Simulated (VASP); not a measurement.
# CdSe (Cadmoselite) (P6_3mc) in VASP: notebook

CdSe (Cadmoselite) is run at these levels: PBE; tasks: single point.

Program: VASP 6.6.1. These are calculated values, not measurements. Logs are shortened: lines on timing, memory, paths and dates and some standing lists are left out, and cuts for length are marked.

## 1. The cell of the first run

Symmetry: P6_3mc, No. 186, hexagonal system. The conventional cell has a = 4.214 Å, b = 4.214 Å, c = 7.309 Å, α = 90.00°, β = 90.00°, γ = 120.00°. Within 3.4 Å of Cd (site symmetry 3m) lie 4 Se at 2.57 to 2.81 Å. Se (site symmetry 3m) has 4 Cd at 2.57 to 2.81 Å within 3.4 Å.

## 2. Single point, PBE

File INCAR:

```
SYSTEM = CdSe
ALGO     = Normal         ! electronic algorithm
EDIFF    = 1E-6           ! SCF threshold, eV
ENCUT    = 520            ! plane-wave cutoff, eV
GGA      = PE             ! functional
ISIF     = 2              ! what is computed and relaxed
ISMEAR   = 0              ! smearing method
LASPH    = .TRUE.         ! aspherical terms in the spheres
LCHARG   = .FALSE.        ! write CHGCAR
LREAL    = .FALSE.        ! projectors in reciprocal space
LWAVE    = .FALSE.        ! write WAVECAR
NBANDS   = 26             ! bands
NELM     = 60             ! most SCF steps
PREC     = Accurate       ! precision mode
SIGMA    = 0.05           ! smearing width, eV
```

File KPOINTS:

```
k-points
0
G
  6 6 4
  0 0 0
```

File POSCAR:

```
CdSe
1.0
    4.2140000000      0.0000000000      0.0000000000
   -2.1070000000      3.6494308200      0.0000000000
    0.0000000000      0.0000000000      7.3094543940
Cd Se
2 2
Direct
    0.3333333333      0.6666666667      0.0000000000
    0.6666666667      0.3333333333      0.5000000000
    0.3333333333      0.6666666667      0.3850000000
    0.6666666667      0.3333333333      0.8850000000
```

Potentials or basis: VASP PAW PBE potentials, release 64 (Cd, Se).

The run is started by

```sh
> cat potpaw_PBE.64/Cd/POTCAR potpaw_PBE.64/Se/POTCAR > POTCAR
> mpirun -np 1 vasp_std > vasp.out
```

OUTCAR:

```text
SYSTEM = CdSe
   EDIFF = 1E-6
   ENCUT = 520
   GGA = PE
   ISIF = 2
   ISMEAR = 0
   LASPH = .TRUE.
   LREAL = .FALSE.
   NELM = 60
   PREC = Accurate

 ion  position               nearest neighbor table
   1  0.333  0.667  0.000-   4 2.57   4 2.57   4 2.57   3 2.81
   2  0.667  0.333  0.500-   3 2.57   3 2.57   3 2.57   4 2.81
   3  0.333  0.667  0.385-   2 2.57   2 2.57   2 2.57   1 2.81
   4  0.667  0.333  0.885-   1 2.57   1 2.57   1 2.57   2 2.81

  LATTYP: Found a hexagonal cell.
 ALAT       =     4.2140000000
 C/A-ratio  =     1.7345644029

  Lattice vectors:

 A1 = (   4.2140000000,   0.0000000000,   0.0000000000)
 A2 = (  -2.1070000000,   3.6494308200,   0.0000000000)
 A3 = (   0.0000000000,   0.0000000000,   7.3094543940)

Analysis of symmetry for initial positions (statically):
=====================================================================
 Subroutine PRICEL returns:
 Original cell was already a primitive cell.

 Routine SETGRP: Setting up the symmetry group for a
 hexagonal supercell.

 Subroutine GETGRP returns: Found 12 space group operations
 (whereof  6 operations were pure point group operations)
 out of a pool of 24 trial point group operations.

The static configuration has the point symmetry C_3v.
 The point group associated with its full space group is C_6v.

Analysis of symmetry for dynamics (positions and initial velocities):
=====================================================================
 Subroutine PRICEL returns:
 Original cell was already a primitive cell.

 Routine SETGRP: Setting up the symmetry group for a
 hexagonal supercell.

 Subroutine GETGRP returns: Found 12 space group operations
 (whereof  6 operations were pure point group operations)
 out of a pool of 24 trial point group operations.

The dynamic configuration has the point symmetry C_3v.
 The point group associated with its full space group is C_6v.

 Subroutine INISYM returns: Found 12 space group operations
 (whereof  6 operations are pure point group operations),
 and found     1 'primitive' translations

----------------------------------------------------------------------------------------

                                     Primitive cell

  volume of cell :     112.4099

  direct lattice vectors                    reciprocal lattice vectors
     4.214000000  0.000000000  0.000000000     0.237304224  0.137007666  0.000000000
    -2.107000000  3.649430820  0.000000000     0.000000000  0.274015333  0.000000000
     0.000000000  0.000000000  7.309454394     0.000000000  0.000000000  0.136809117

  length of vectors
     4.214000000  4.213999799  7.309454394     0.274015320  0.274015333  0.136809117

  position of ions in fractional coordinates (direct lattice)
     0.333333333  0.666666667  0.000000000
     0.666666667  0.333333333  0.500000000
     0.333333333  0.666666667  0.385000000
     0.666666667  0.333333333  0.885000000

  ion indices of the primitive-cell ions
   primitive index   ion index
                 1           1
                 2           2
                 3           3
                 4           4

----------------------------------------------------------------------------------------

 KPOINTS: k-points

Automatic generation of k-mesh.
 Grid dimensions read from file:
 generate k-points for:    6    6    4

 Generating k-lattice:

  Cartesian coordinates                     Fractional coordinates (reciprocal lattice)
     0.039550704  0.022834611  0.000000000     0.166666667  0.000000000  0.000000000
     0.000000000  0.045669222  0.000000000     0.000000000  0.166666667  0.000000000
     0.000000000  0.000000000  0.034202279     0.000000000  0.000000000  0.250000000

  Length of vectors
     0.045669220  0.045669222  0.034202279

  Shift w.r.t. Gamma in fractional coordinates (k-lattice)
     0.000000000  0.000000000  0.000000000

 Subroutine IBZKPT returns following result:
 ===========================================

 Found     21 irreducible k-points:

 Following reciprocal coordinates:
            Coordinates               Weight
[... 45 lines left out ...]
 cond. band min:       1.6804046083   @ k =   0.0000   0.0000   0.0000
 fundamental gap:      0.6702704855
 Fermi energy:         1.2851298192

 k-point     1 :       0.0000    0.0000    0.0000
  band No.  band energies     occupation
      1     -11.6886      2.00000
      2     -11.3785      2.00000
      3      -7.0502      2.00000
      4      -7.0502      2.00000
      5      -7.0061      2.00000
      6      -7.0061      2.00000
[... 18 lines left out ...]
     25       8.0324      0.00000
     26       8.2899      0.00000

 k-point     2 :       0.1667   -0.0000    0.0000
  band No.  band energies     occupation
      1     -11.5984      2.00000
      2     -11.3263      2.00000
      3      -7.0101      2.00000
      4      -6.9899      2.00000
      5      -6.9580      2.00000
      6      -6.9530      2.00000
[... 18 lines left out ...]
     25       7.9618      0.00000
     26       8.7050      0.00000

 k-point     3 :       0.3333    0.0000    0.0000
  band No.  band energies     occupation
      1     -11.4055      2.00000
      2     -11.2310      2.00000
      3      -6.9405      2.00000
      4      -6.9069      2.00000
      5      -6.8624      2.00000
      6      -6.7792      2.00000
[... 18 lines left out ...]
     25       8.6756      0.00000
     26       9.2939      0.00000

 k-point     4 :       0.5000    0.0000    0.0000
  band No.  band energies     occupation
      1     -11.2947      2.00000
      2     -11.1968      2.00000
      3      -6.9141      2.00000
      4      -6.8928      2.00000
      5      -6.8174      2.00000
      6      -6.7318      2.00000
[... 18 lines left out ...]
     25       8.6909      0.00000
     26      10.6498      0.00000
[... 409 lines left out ...]
      1     -11.3524      2.00000
      2     -11.3524      2.00000
      3      -6.9310      2.00000
      4      -6.9310      2.00000
      5      -6.8744      2.00000
      6      -6.8744      2.00000
[... 18 lines left out ...]
     25       8.6349      0.00000
     26       8.6349      0.00000

 k-point    20 :       0.3333    0.1667    0.5000
  band No.  band energies     occupation
      1     -11.2431      2.00000
      2     -11.2431      2.00000
      3      -6.8765      2.00000
      4      -6.8765      2.00000
      5      -6.8232      2.00000
      6      -6.8232      2.00000
[... 18 lines left out ...]
     25       9.0923      0.00000
     26       9.0923      0.00000

 k-point    21 :       0.3333    0.3333    0.5000
  band No.  band energies     occupation
      1     -11.2078      2.00000
      2     -11.2078      2.00000
      3      -6.8663      2.00000
      4      -6.8663      2.00000
      5      -6.7908      2.00000
      6      -6.7908      2.00000
[... 18 lines left out ...]
     25       9.9513      0.00000
     26       9.9515      0.00000

------------------------ aborting loop because EDIFF is reached ----------------------------------------

  FORCE on cell =-STRESS in cart. coord.  units (eV):
  Direction    XX          YY          ZZ          XY          YZ          ZX
  --------------------------------------------------------------------------------------
  -------------------------------------------------------------------------------------
  Total        4.5040976      4.5040971     -0.3737007      0.0000000      0.0000000      0.0000000
  in kB       64.1968547     64.1968465     -5.3263527      0.0000000      0.0000000      0.0000000
  external PRESSURE =      41.0224495 kB  Pullay stress =       0.0000000 kB

 VOLUME and BASIS-vectors are now :
 -----------------------------------------------------------------------------
  energy-cutoff  :      520.00
  volume of cell :      112.41
      direct lattice vectors                 reciprocal lattice vectors
     4.214000000  0.000000000  0.000000000     0.237304224  0.137007666  0.000000000
    -2.107000000  3.649430820  0.000000000     0.000000000  0.274015333  0.000000000
     0.000000000  0.000000000  7.309454394     0.000000000  0.000000000  0.136809117

 POSITION                                       TOTAL-FORCE (eV/Angst)
 -----------------------------------------------------------------------------------
     -0.00000      2.43295      0.00000         0.000000     -0.000000      0.626313
      2.10700      1.21648      3.65473        -0.000000      0.000000      0.626313
     -0.00000      2.43295      2.81414         0.000000     -0.000000     -0.626313
      2.10700      1.21648      6.46887         0.000000      0.000000     -0.626313
 -----------------------------------------------------------------------------------
    total drift:                               -0.000000      0.000000     -0.000635

  FREE ENERGIE OF THE ION-ELECTRON SYSTEM (eV)
  ---------------------------------------------------
  free  energy   TOTEN  =       -10.7706733725 eV

  energy  without entropy=      -10.7706733725  energy(sigma->0) =      -10.77067337
```

Wall time 42 s (1 thread of Intel Xeon Platinum 8488C (Sapphire Rapids), shared host); peak memory 0.24 GiB.

What came out:

```yaml
Free_energy: -10.7707 eV
Pressure: 4.1 GPa
Largest_force: 0.626 eV/Å
Band_gap_on_the_k_mesh: 0.67 eV, direct
```

Forces on the atoms (eV/Å):
```
Cd   0.000  0.000  0.626
Cd   0.000  0.000  0.626
Se   0.000  0.000 -0.626
Se   0.000  0.000 -0.626
```

Levels at points of the mesh, in eV from the valence-band top:
```
           k point  band 16  band 17  band 18  band 19  band 20  band 21
(0.00, 0.00, 0.00)    -0.26     0.00     0.00     0.67     2.34     5.58
(0.50, 0.00, 0.00)    -1.78    -1.29    -0.94     3.05     3.45     4.53
(0.00, 0.00, 0.50)    -0.30    -0.30    -0.30     2.36     2.36     5.58
(0.50, 0.00, 0.50)    -1.47    -1.39    -1.39     2.84     2.84     4.66
```

## 3. Single point, PBE

This run uses another cell than the first one, of the same volume but with other edges.

File INCAR:

```
SYSTEM = CdSe
  PREC = Accurate
  ENCUT = 520
  EDIFF = 1E-7
  ISMEAR = 0
  SIGMA = 0.05
  LREAL = .FALSE.
  LASPH = .TRUE.
  NELM = 100
  ALGO = Normal
  ISIF = 2
  LWAVE = .FALSE.
  LCHARG = .FALSE.
  GGA = PE
  NBANDS = 26
```

File KPOINTS:

```
Automatic mesh
0
G
  6 6 4
  0 0 0
```

File POSCAR:

```
CdSe
1.0
    4.2570000000      0.0000000000      0.0000000000
   -2.1285000000      3.6866699100      0.0000000000
    0.0000000000      0.0000000000      7.1625344353
Cd Se
2 2
Direct
    0.3333333333      0.6666666667      0.0000000000
    0.6666666667      0.3333333333      0.5000000000
    0.3333333333      0.6666666667      0.3850000000
    0.6666666667      0.3333333333      0.8850000000
```

Potentials or basis: VASP PAW PBE potentials, release 64 (Cd, Se).

The run is started by

```sh
> cat potpaw_PBE.64/Cd/POTCAR potpaw_PBE.64/Se/POTCAR > POTCAR
> mpirun -np 1 vasp_std > vasp.out
```

Run time: 44 s. Hardware: 1 thread of Intel Xeon Platinum 8488C (Sapphire Rapids), shared host; peak memory 0.25 GiB.

Results (log left out):

| Item | Value |
| --- | --- |
| Free energy | -10.8534 eV |
| Pressure | 3.6 GPa |
| Largest force | 0.474 eV/Å |
| Band gap on the k mesh | 0.69 eV, direct |

Forces on the atoms (eV/Å):
```
Cd   0.000  0.000  0.474
Cd   0.000  0.000  0.474
Se   0.000  0.000 -0.474
Se   0.000  0.000 -0.474
```

Stress tensor (GPa, compression positive):
```
5.19 0.00 0.00
0.00 5.19 0.00
0.00 0.00 0.56
```

Levels at points of the mesh, in eV from the valence-band top:
| k point | band 15 | band 16 | band 17 | band 18 | band 19 | band 20 | band 21 | band 22 |
| --- | --- | --- | --- | --- | --- | --- | --- | --- |
| (0.00, 0.00, 0.00) | -0.65 | -0.12 | 0.00 | 0.00 | 0.69 | 2.23 | 5.84 | 5.97 |
| (0.50, 0.00, 0.00) | -2.57 | -1.82 | -1.26 | -0.89 | 3.15 | 3.38 | 4.67 | 5.91 |
| (0.00, 0.00, 0.50) | -0.34 | -0.34 | -0.34 | -0.34 | 2.35 | 2.35 | 5.71 | 5.71 |
| (0.50, 0.00, 0.50) | -1.38 | -1.38 | -1.38 | -1.38 | 2.92 | 2.92 | 4.72 | 4.72 |

## 4. Single point, PBE

This run uses another cell than the first one, of the same volume but with other edges.

File INCAR:

```
ALGO = Normal
EDIFF = 1E-6
ENCUT = 520
GGA = PE
ISIF = 2
ISMEAR = 0
LASPH = True
LCHARG = False
LREAL = False
LWAVE = False
NBANDS = 26
NELM = 100
PREC = Accurate
SIGMA = 0.05
```

File KPOINTS:

```
k-points
0
Gamma
  6 6 4
```

File POSCAR:

```
CdSe
1.0
    4.3000000000      0.0000000000      0.0000000000
   -2.1500000000      3.7239090000      0.0000000000
    0.0000000000      0.0000000000      7.0200000000
Cd Se
2 2
Direct
    0.3333333333      0.6666666667      0.0000000000
    0.6666666667      0.3333333333      0.5000000000
    0.3333333333      0.6666666667      0.3850000000
    0.6666666667      0.3333333333      0.8850000000
```

The run is started by

```sh
> cat potpaw_PBE.64/Cd/POTCAR potpaw_PBE.64/Se/POTCAR > POTCAR
> mpirun -np 1 vasp_std > vasp.out
```

Run time: 44 s. Hardware: 1 thread of Intel Xeon Platinum 8488C (Sapphire Rapids), shared host; peak memory 0.24 GiB.

Results (log left out):

```yaml
Free_energy: -10.9013 eV
Pressure: 3.3 GPa
Largest_force: 0.292 eV/Å
Band_gap_on_the_k_mesh: 0.70 eV, direct
```

Forces on the atoms (eV/Å):
```
Cd   0.000  0.000  0.292
Cd   0.000  0.000  0.292
Se   0.000  0.000 -0.292
Se   0.000  0.000 -0.292
```

Stress tensor (GPa, compression positive):
```
4.05 0.00 0.00
0.00 4.05 0.00
0.00 0.00 1.92
```

Levels at points of the mesh, in eV from the valence-band top:
```tsv
k point	band 15	band 16	band 17	band 18	band 19	band 20	band 21	band 22
(0.00, 0.00, 0.00)	-0.72	-0.01	0.00	0.00	0.70	2.12	5.88	5.88
(0.50, 0.00, 0.00)	-2.57	-1.86	-1.24	-0.83	3.23	3.30	4.80	6.16
(0.00, 0.00, 0.50)	-0.37	-0.37	-0.37	-0.37	2.34	2.34	5.83	5.83
(0.50, 0.00, 0.50)	-1.38	-1.38	-1.29	-1.29	2.99	2.99	4.78	4.78
```

As with any semilocal functional, this PBE gap is likely too small.

## 5. Single point, PBE

This run uses another cell than the first one, of the same volume but with other edges.

File INCAR:

```
SYSTEM = CdSe
PREC     = Accurate       ! precision mode
ENCUT    = 520            ! plane-wave cutoff, eV
EDIFF    = 1E-7           ! SCF threshold, eV
ISMEAR   = 0              ! smearing method
SIGMA    = 0.05           ! smearing width, eV
LREAL    = .FALSE.        ! projectors in reciprocal space
LASPH    = .TRUE.         ! aspherical terms in the spheres
NELM     = 60             ! most SCF steps
ALGO     = Normal         ! electronic algorithm
ISIF     = 2              ! what is computed and relaxed
LWAVE    = .FALSE.        ! write WAVECAR
LCHARG   = .FALSE.        ! write CHGCAR
GGA      = PE             ! functional
NBANDS   = 26             ! bands
```

File KPOINTS:

```
Automatic mesh
0
G
  6 6 4
  0 0 0
```

File POSCAR:

```
CdSe
1.0
    4.3430000000      0.0000000000      0.0000000000
   -2.1715000000      3.7611480900      0.0000000000
    0.0000000000      0.0000000000      6.8816782668
Cd Se
2 2
Direct
    0.3333333333      0.6666666667      0.0000000000
    0.6666666667      0.3333333333      0.5000000000
    0.3333333333      0.6666666667      0.3850000000
    0.6666666667      0.3333333333      0.8850000000
```

The run is started by

```sh
> cat potpaw_PBE.64/Cd/POTCAR potpaw_PBE.64/Se/POTCAR > POTCAR
> mpirun -np 1 vasp_std > vasp.out
```

It took 46 s on 1 thread of Intel Xeon Platinum 8488C (Sapphire Rapids), shared host; peak memory 0.24 GiB.

The run converged. Its results:

* Free energy: -10.9122 eV
* Pressure: 3.2 GPa
* Largest force: 0.074 eV/Å
* Band gap on the k mesh: 0.65 eV, direct

Forces on the atoms (eV/Å):
```
Cd   0.000  0.000  0.074
Cd   0.000  0.000  0.074
Se   0.000  0.000 -0.074
Se   0.000  0.000 -0.074
```

Stress tensor (GPa, compression positive):
```
3.02 0.00 0.00
0.00 3.02 0.00
0.00 0.00 3.61
```

Levels at points of the mesh, in eV from the valence-band top:
| k point | band 14 | band 15 | band 16 | band 17 | band 18 | band 19 | band 20 | band 21 | band 22 | band 23 |
| --- | --- | --- | --- | --- | --- | --- | --- | --- | --- | --- |
| (0.00, 0.00, 0.00) | -0.86 | -0.86 | -0.07 | -0.07 | 0.00 | 0.65 | 1.93 | 5.72 | 5.72 | 6.38 |
| (0.50, 0.00, 0.00) | -3.69 | -2.64 | -1.97 | -1.30 | -0.85 | 3.15 | 3.23 | 4.87 | 6.31 | 6.53 |
| (0.00, 0.00, 0.50) | -2.58 | -0.48 | -0.48 | -0.48 | -0.48 | 2.27 | 2.27 | 5.88 | 5.88 | 6.10 |
| (0.50, 0.00, 0.50) | -4.27 | -1.45 | -1.45 | -1.27 | -1.27 | 2.98 | 2.98 | 4.79 | 4.79 | 7.73 |

## 6. Single point, PBE

This run uses another cell than the first one, of the same volume but with other edges.

File INCAR:

```
SYSTEM = CdSe
PREC = Accurate
ENCUT = 520
EDIFF = 1E-7
ISMEAR = 0
SIGMA = 0.05
LREAL = .FALSE.
LASPH = .TRUE.
NELM = 60
ALGO = Normal
ISIF = 2
LWAVE = .FALSE.
LCHARG = .FALSE.
GGA = PE
NBANDS = 26
```

KPOINTS is that of step 5.

File POSCAR:

```
CdSe
1.0
    4.3860000000      0.0000000000      0.0000000000
   -2.1930000000      3.7983871800      0.0000000000
    0.0000000000      0.0000000000      6.7474048443
Cd Se
2 2
Direct
    0.3333333333      0.6666666667      0.0000000000
    0.6666666667      0.3333333333      0.5000000000
    0.3333333333      0.6666666667      0.3850000000
    0.6666666667      0.3333333333      0.8850000000
```

Potentials or basis: VASP PAW PBE potentials, release 64 (Cd, Se).

The run is started by

```sh
> cat potpaw_PBE.64/Cd/POTCAR potpaw_PBE.64/Se/POTCAR > POTCAR
> mpirun -np 1 vasp_std > vasp.out
```

It took 51 s on 1 thread of Intel Xeon Platinum 8488C (Sapphire Rapids), shared host; peak memory 0.26 GiB.

The run converged. Its results:

- Free energy: -10.8839 eV
- Pressure: 3.3 GPa
- Largest force: 0.188 eV/Å
- Band gap on the k mesh: 0.62 eV, direct

Forces in eV/Å, atoms in the order of the input:
```
Cd   0.000  0.000 -0.188
Cd   0.000  0.000 -0.188
Se   0.000  0.000  0.188
Se   0.000  0.000  0.188
```

Stress tensor (GPa, compression positive):
```
2.08 0.00 0.00
0.00 2.08 0.00
0.00 0.00 5.63
```

Levels at points of the mesh, in eV from the valence-band top:
```csv
k point,band 14,band 15,band 16,band 17,band 18,band 19,band 20,band 21,band 22,band 23
"(0.00, 0.00, 0.00)",-0.98,-0.98,-0.11,-0.11,0.00,0.62,1.77,5.58,5.58,6.68
"(0.50, 0.00, 0.00)",-3.64,-2.68,-2.06,-1.34,-0.84,3.02,3.23,4.96,6.43,6.43
"(0.00, 0.00, 0.50)",-2.57,-0.57,-0.57,-0.57,-0.57,2.22,2.22,5.95,5.95,5.97
"(0.50, 0.00, 0.50)",-4.29,-1.50,-1.50,-1.23,-1.23,2.98,2.98,4.82,4.82,7.69
```

## 7. The runs side by side

| cell | gap on the mesh (eV) | pressure (GPa) | largest force (eV/Å) |
| --- | --- | --- | --- |
| a = 4.214, b = 4.214, c = 7.309 Å, angles 90.0, 90.0, 120.0°, 4 atoms | 0.67 | 4.1 | 0.63 |
| a = 4.257, b = 4.257, c = 7.163 Å, angles 90.0, 90.0, 120.0°, 4 atoms | 0.69 | 3.6 | 0.47 |
| a = 4.300, b = 4.300, c = 7.020 Å, angles 90.0, 90.0, 120.0°, 4 atoms | 0.70 | 3.3 | 0.29 |
| a = 4.343, b = 4.343, c = 6.882 Å, angles 90.0, 90.0, 120.0°, 4 atoms | 0.65 | 3.2 | 0.07 |
| a = 4.386, b = 4.386, c = 6.747 Å, angles 90.0, 90.0, 120.0°, 4 atoms | 0.62 | 3.3 | 0.19 |

Alike in all rows: task single point; level PBE; potentials or basis VASP PAW PBE potentials, release 64 (Cd, Se); no spin polarisation; k mesh 6 × 6 × 4; cutoff (eV) 520; smearing gaussian 0.05 eV.

Total energies depend on the potentials used, so only differences within one code and one set of settings carry meaning.
